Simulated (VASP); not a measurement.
Write the native input for VASP 6.6.1 that does the following.

```yaml
Task: relaxation of volume and atoms at fixed shape
Functional: PBEsol
Potentials_or_basis: VASP PAW PBE potentials, release 64 (Ti_sv, Rh_pv)
Cutoff: 600 eV
k_mesh: 7 × 7 × 7
Occupations: fermi-dirac, width 0.05 eV
Spin: no spin polarisation
Dipole_correction: no
Further_INCAR_settings: ALGO = Normal; EDIFF = 1e-06; IBRION = 2; EDIFFG = -0.03; NSW = 80; ISIF = 8
```

The structure of TiRh3 lies in POSCAR:

```
TiRh3
1.0
    3.8220000000      0.0000000000      0.0000000000
    0.0000000000      3.8220000000      0.0000000000
    0.0000000000      0.0000000000      3.8220000000
Ti Rh
1 3
Direct
    0.0000000000      0.0000000000      0.0000000000
    0.0000000000      0.5000000000      0.5000000000
    0.5000000000      0.0000000000      0.5000000000
    0.5000000000      0.5000000000      0.0000000000
```

The input as run:

INCAR

```
SYSTEM = TiRh3
  ALGO = Normal
  EDIFF = 1E-6
  EDIFFG = -0.03
  ENCUT = 600
  GGA = PS
  IBRION = 2
  ISIF = 8
  ISMEAR = -1
  LASPH = .TRUE.
  LCHARG = .FALSE.
  LREAL = .FALSE.
  LWAVE = .FALSE.
  NELM = 80
  NSW = 80
  PREC = Accurate
  SIGMA = 0.05
```

KPOINTS

```
k-points
0
G
  7 7 7
  0 0 0
```

Potentials or basis: VASP PAW PBE potentials, release 64 (Ti_sv, Rh_pv).

Run with:

```sh
$ cat potpaw_PBE.64/Ti_sv/POTCAR potpaw_PBE.64/Rh_pv/POTCAR > POTCAR
$ mpirun -np 1 vasp_std > vasp.out
```

It gave:

The relaxed volume is 13.72 Å³/atom, the relaxed cell is a = 3.800 Å, b = 3.800 Å, c = 3.800 Å, α = 90.00°, β = 90.00°, γ = 90.00° and the space group after relaxing (to 0.05 Å) is Pm-3m (No. 221). The energy gained by relaxing is 3.4 meV/atom, the ionic steps are 3 and the pressure after relaxing is 0.0 GPa.

Caveat: the PAW data sets were made with another functional, which shifts forces and pressure a little.

Wall time 4.8 min on 1 thread of AMD EPYC 7R13 Processor (Zen 3), on a shared host, peak memory 0.17 GiB.
